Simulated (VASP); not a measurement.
ScPt3S: relaxation of cell and atoms with PBE

The system is ScPt3S.

```
CELL_PARAMETERS angstrom
3.96612 0.00000 0.00000
0.00000 3.96612 0.00000
0.00000 0.00000 5.75383
ATOMIC_POSITIONS crystal
Sc 0.00000 0.00000 0.10733
Pt 0.50000 0.50000 0.10887
Pt 0.00000 0.50000 0.45464
Pt 0.50000 0.00000 0.45464
S 0.50000 0.50000 0.71643
```

The cell was generated, and may not be a known phase.

```json
{
  "Program": "VASP 6.6.1",
  "Task": "relaxation of cell and atoms",
  "Functional": "PBE",
  "Potentials or basis": "VASP PAW PBE potentials, release 64 (Sc_sv, Pt, S)",
  "Cutoff": "600 eV",
  "k mesh": "10 × 10 × 8",
  "Occupations": "gaussian, width 0.1 eV",
  "Spin": "no spin polarisation",
  "Dipole correction": "no",
  "Further INCAR settings": "ALGO = Normal; EDIFF = 1e-06; IBRION = 2; EDIFFG = -0.01; NSW = 100; ISIF = 3"
}
```

* Relaxed volume: 18.11 Å³/atom
* Relaxed cell: a = 3.974 Å, b = 3.974 Å, c = 5.735 Å, α = 90.00°, β = 90.00°, γ = 90.00°
* Space group after relaxing (to 0.1 Å): P4mm (No. 99)
* Energy gained by relaxing: 0.2 meV/atom
* Ionic steps: 7
* Pressure after relaxing: 0.0 GPa
* Largest force after relaxing: 0.008 eV/Å
* Band gap on the k mesh: zero (an odd number of electrons rules out a gap without spin polarisation)

Forces in eV/Å, atoms in the order of the input:
```
Sc   0.000  0.000  0.007
Pt   0.000  0.000 -0.008
Pt   0.000  0.000  0.000
Pt   0.000  0.000  0.000
S    0.000  0.000  0.000
```

The path:
| step | energy change (eV) | largest force (eV/Å) | pressure (GPa) | volume (Å³) |
| --- | --- | --- | --- | --- |
| 1 | 0.0000 | 0.0425 | -0.03 | 90.51 |
| 2 | -0.0008 | 0.0476 | 0.13 | 90.47 |
| 3 | -0.0008 | 0.0479 | 0.11 | 90.47 |
| 4 | -0.0009 | 0.0168 | -0.11 | 90.63 |
| 5 | -0.0009 | 0.0173 | -0.05 | 90.59 |
| 6 | -0.0009 | 0.0162 | 0.06 | 90.54 |
| 7 | -0.0009 | 0.0080 | 0.02 | 90.55 |

Final structure:
```
CELL_PARAMETERS angstrom
3.97365 0.00000 0.00000
0.00000 3.97365 0.00000
0.00000 0.00000 5.73499
ATOMIC_POSITIONS crystal
Sc 0.00000 0.00000 0.10790
Pt 0.50000 0.50000 0.10918
Pt 0.00000 0.50000 0.45435
Pt 0.50000 0.00000 0.45435
S 0.50000 0.50000 0.71612
```

Levels at points of the mesh, in eV from the Fermi level:
| k point | band 22 | band 23 | band 24 | band 25 | band 26 | band 27 |
| --- | --- | --- | --- | --- | --- | --- |
| (0.00, 0.00, 0.00) | -1.29 | -1.27 | 0.08 | 1.55 | 2.16 | 2.16 |
| (0.50, 0.00, 0.00) | -1.78 | -0.72 | -0.50 | -0.16 | 1.57 | 1.62 |
| (0.50, 0.50, 0.00) | -0.93 | -0.05 | -0.05 | 0.60 | 1.33 | 1.33 |
| (0.00, 0.00, 0.50) | 0.08 | 0.66 | 0.66 | 1.17 | 1.84 | 2.17 |
| (0.50, 0.00, 0.50) | -2.26 | -1.86 | 0.39 | 0.88 | 1.21 | 1.62 |
| (0.50, 0.50, 0.50) | -1.92 | -1.52 | -0.42 | 1.31 | 1.31 | 2.05 |

Run time: 6.2 min on 1 thread of Intel(R) Xeon(R) 6975P-C (Granite Rapids), on a shared host, peak memory 0.46 GiB.

Caveat: spin-orbit coupling is left out, which moves the levels of the heavy elements.
